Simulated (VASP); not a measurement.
Wanted: the native input for a VASP 6.6.1 run.

- Task: relaxation of cell and atoms
- Functional: PBE
- Potentials or basis: VASP PAW PBE potentials, release 64 (Hf_pv, Al, N)
- Cutoff: 600 eV
- k mesh: 6 × 6 × 2
- Occupations: gaussian, width 0.1 eV
- Spin: no spin polarisation
- Dipole correction: no
- Further INCAR settings: ALGO = Normal; EDIFF = 1e-07; IBRION = 2; EDIFFG = -0.04; NSW = 90; ISIF = 3

The structure of Hf2AlN3 lies in POSCAR:

```
Hf2AlN3
1.0
    3.4319845900      0.0000000000      0.0000000000
   -1.7159923000      2.9721858400      0.0000000000
    0.0000000000      0.0000000000      8.4066110500
Hf Al N
2 1 3
Direct
    0.3333333300      0.6666666700      0.6666666700
    0.6666666700      0.3333333300      0.3333333300
    0.0000000000      0.0000000000      0.0000000000
    0.6666666700      0.3333333300      0.8333333300
    0.0000000000      0.0000000000      0.5000000000
    0.3333333300      0.6666666700      0.1666666700
```

One way to write it, as run:

INCAR

```
PREC = Accurate
ENCUT = 600
EDIFF = 1E-7
ISMEAR = 0
SIGMA = 0.1
LREAL = False
LASPH = True
NELM = 120
ALGO = Normal
ISIF = 3
LWAVE = False
LCHARG = False
GGA = PE
IBRION = 2
NSW = 90
EDIFFG = -0.04
GGA_COMPAT = False
NELMIN = 4
```

KPOINTS

```
regular mesh
0
Gamma
  6 6 2
```

Potentials or basis: VASP PAW PBE potentials, release 64 (Hf_pv, Al, N).

Launch:

```console
$ cat potpaw_PBE.64/Hf_pv/POTCAR potpaw_PBE.64/Al/POTCAR potpaw_PBE.64/N/POTCAR > POTCAR
$ mpirun -np 1 vasp_std > vasp.out
```

Results of the run:

| Property | Result |
| --- | --- |
| Relaxed volume | 10.71 Å³/atom |
| Relaxed cell | a = 3.105 Å, b = 3.105 Å, c = 7.698 Å, α = 90.00°, β = 90.00°, γ = 120.00° |
| Space group after relaxing (to 0.1 Å) | P-3m1 (No. 164) |
| Energy gained by relaxing | 577.3 meV/atom |
| Ionic steps | 12 |
| Pressure after relaxing | 0.1 GPa |
| Largest force after relaxing | 0.012 eV/Å |
| Band gap on the k mesh | zero (bands 19 and 20 overlap by 1.64 eV) |

Caveat: the k points lie up to 0.41 Å⁻¹ apart in the final cell, too coarse for converged energies and pressures of a metal; the volume moved by over 15 % at a fixed basis, so the end points are rough; spin-orbit coupling is left out, which moves the levels of the heavy elements.

It took 10 min on 1 thread of Intel Xeon 8259CL, on a shared host, peak memory 0.25 GiB.
